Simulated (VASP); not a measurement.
Wanted: the native input for a VASP 6.6.1 run.

* Task: single point
* Functional: PBE
* Potentials or basis: VASP PAW PBE potentials, release 64 (Sn_d, Te)
* Cutoff: 520 eV
* k mesh: 11 × 11 × 11
* Occupations: fermi-dirac, width 0.08 eV
* Spin: no spin polarisation
* Dipole correction: no
* Further INCAR settings: ALGO = Normal; EDIFF = 1e-06; NBANDS = 17

The structure of SnTe lies in POSCAR:

```
SnTe
1.0
    0.0000000000      3.1825879599      3.1825879599
    3.1825879599      0.0000000000      3.1825879599
    3.1825879599      3.1825879599      0.0000000000
Sn Te
1 1
Direct
    0.0000000000      0.0000000000      0.0000000000
    0.5000000000      0.5000000000      0.5000000000
```

This cell differs from its parent crystal: volume scaled by 1.025.

These files were run (other wordings do the same):

INCAR

```
PREC = Accurate
ENCUT = 520
EDIFF = 1E-6
ISMEAR = -1
SIGMA = 0.08
LREAL = F
LASPH = T
NELM = 100
ALGO = Normal
ISIF = 2
LWAVE = F
LCHARG = F
GGA = PE
NBANDS = 17
```

KPOINTS

```
regular mesh
0
Gamma
  11 11 11
```

Potentials or basis: VASP PAW PBE potentials, release 64 (Sn_d, Te).

The run is started by

```console
$ cat potpaw_PBE.64/Sn_d/POTCAR potpaw_PBE.64/Te/POTCAR > POTCAR
$ mpirun -np 1 vasp_std > vasp.out
```

It gave:

The pressure is 0.8 GPa.

Wall time 21 s on 1 thread of Intel(R) Xeon(R) 6975P-C (Granite Rapids), on a shared host, peak memory 0.23 GiB.
